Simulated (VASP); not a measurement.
Wanted: the native input for a VASP 6.6.1 run.

```yaml
Task: single point
Functional: r2SCAN
Potentials_or_basis: VASP PAW PBE potentials, release 64 (Ti_sv, Co)
Cutoff: 520 eV
k_mesh: 10 × 10 × 10
Occupations: gaussian, width 0.1 eV
Spin: collinear spin, ferrimagnetic start
Starting_moments: "[-0.71, -0.71, 1.69, 1.69, 1.69, 1.69] μB"
Dipole_correction: no
Further_INCAR_settings: ALGO = Normal; EDIFF = 1e-07; NBANDS = 43
```

Crystal: TiCo2.

```
Ti Co
1.0
     0.00000    3.35639    3.35639
     3.35639    0.00000    3.35639
     3.35639    3.35639    0.00000
Ti Co
2 4
Direct
  0.50000 0.50000 0.50000
  0.75000 0.75000 0.75000
  0.12500 0.12500 0.12500
  0.62500 0.12500 0.12500
  0.12500 0.12500 0.62500
  0.12500 0.62500 0.12500
```

One way to write it, as run:

POSCAR

```
TiCo2
1.0
    0.0000000000      3.3563914019      3.3563914019
    3.3563914019      0.0000000000      3.3563914019
    3.3563914019      3.3563914019      0.0000000000
Ti Co
2 4
Direct
    0.5000000000      0.5000000000      0.5000000000
    0.7500000000      0.7500000000      0.7500000000
    0.1250000000      0.1250000000      0.1250000000
    0.6250000000      0.1250000000      0.1250000000
    0.1250000000      0.1250000000      0.6250000000
    0.1250000000      0.6250000000      0.1250000000
```

INCAR.step1

```
ALGO = Normal
EDIFF = 1E-4
ENCUT = 520
GGA = PE
ISMEAR = 0
ISPIN = 2
LASPH = T
LCHARG = F
LMAXMIX = 4
LREAL = F
LWAVE = T
MAGMOM = -0.71 -0.71 1.69 1.69 1.69 1.69
NBANDS = 43
NELM = 150
PREC = Accurate
SIGMA = 0.1
```

INCAR.step2

```
ALGO = Normal
EDIFF = 1E-7
ENCUT = 520
ISIF = 2
ISMEAR = 0
ISPIN = 2
ISTART = 1
LASPH = T
LCHARG = T
LELF = T
LMAXMIX = 4
LMIXTAU = T
LORBIT = 11
LREAL = F
LVHAR = T
LWAVE = F
MAGMOM = -0.71 -0.71 1.69 1.69 1.69 1.69
METAGGA = R2SCAN
NBANDS = 43
NELM = 150
PREC = Accurate
SIGMA = 0.1
```

KPOINTS

```
k-points
0
Gamma
  10 10 10
```

Potentials or basis: VASP PAW PBE potentials, release 64 (Ti_sv, Co).

The run is started by

```bash
$ cat potpaw_PBE.64/Ti_sv/POTCAR potpaw_PBE.64/Co/POTCAR > POTCAR
$ cp INCAR.step1 INCAR
$ mpirun -np 1 vasp_std > vasp.out
$ cp INCAR.step2 INCAR
$ mpirun -np 1 vasp_std > vasp.out
```

Results of the run:

* Pressure: -2.0 GPa
* Net moment: 4.08 μB per cell
* Site moments: Ti -0.66; Co +1.51 μB
* Valence electrons inside the program's atomic spheres: Ti 10.15; Co 8.39

Caveat: the PAW data sets were made with another functional, which shifts forces and pressure a little.

Run time: 26 min on 1 thread of AMD EPYC 9R45 96-Core Processor (Zen 5) (shared host), peak memory 0.38 GiB.
